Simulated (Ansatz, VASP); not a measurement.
# Two plane-wave programs on NaCl

Contents of POSCAR:

```
NaCl
1.0
    0.0000000000      2.8027319616      2.8027319616
    2.8027319616      0.0000000000      2.8027319616
    2.8027319616      2.8027319616      0.0000000000
Na Cl
1 1
Direct
    0.0000000000      0.0000000000      0.0000000000
    0.5000000000      0.5000000000      0.5000000000
```

Contents of INCAR.step1:

```
PREC = Accurate
ENCUT = 550
ISMEAR = -1
SIGMA = 0.001
LREAL = False
LASPH = True
NELM = 120
NBANDS = 14
GGA = PE
ALGO = Normal
EDIFF = 1E-5
LWAVE = True
LCHARG = False
GGA_COMPAT = False
```

Contents of INCAR.step2:

```
PREC = Accurate
ENCUT = 550
EDIFF = 1E-6
ISMEAR = -1
SIGMA = 0.001
LREAL = False
LASPH = True
NELM = 120
ALGO = Normal
ISIF = 2
LWAVE = False
LCHARG = False
METAGGA = R2SCAN
LMIXTAU = True
NBANDS = 14
ISTART = 1
GGA_COMPAT = False
```

Contents of KPOINTS:

```
Automatic mesh
0
Gamma
  6 6 6
```

Input for Ansatz:

```yaml
crystal:
  lattice:
    - [0.0, 2.8027319616, 2.8027319616]
    - [2.8027319616, 0.0, 2.8027319616]
    - [2.8027319616, 2.8027319616, 0.0]
  atoms:
    - { symbol: Na, position: [0.0, 0.0, 0.0] }
    - { symbol: Cl, position: [0.5, 0.5, 0.5] }
kpoints:
  mp_grid: { grid: [6, 6, 6] }
hamiltonian:
  xc: r2scan
scf:
  occupations: { method: fermi_dirac, width: 0.001 }
  n_extra_bands: 4
output:
  forces: true
  stress: true
  eigenvalues: true
```

Alike in both runs: task single point; functional r2SCAN; k mesh 6 × 6 × 6; occupations fermi-dirac, width 0.001 eV; no spin polarisation.

|  | VASP | Ansatz |
| --- | --- | --- |
| version | VASP 6.6.1 | Ansatz 0.2.0 |
| potentials or method | VASP PAW PBE potentials, release 64 (Na_pv, Cl) | plane waves |
| plane-wave cutoff (eV) | 550 | 500 |
| valence electrons in the cell | 14 | 16 |

```tsv
	VASP	Ansatz	Ansatz less VASP
gap on the k mesh at the Fermi level (eV)	6.00	5.98	-0.023
pressure (GPa)	-0.1	0.0	+0.18
```

VASP's potentials were made for PBE, not for r2SCAN. VASP's potentials hold 14 valence electrons a cell and Ansatz's 16, so a difference there can come from the potentials and not from the codes.
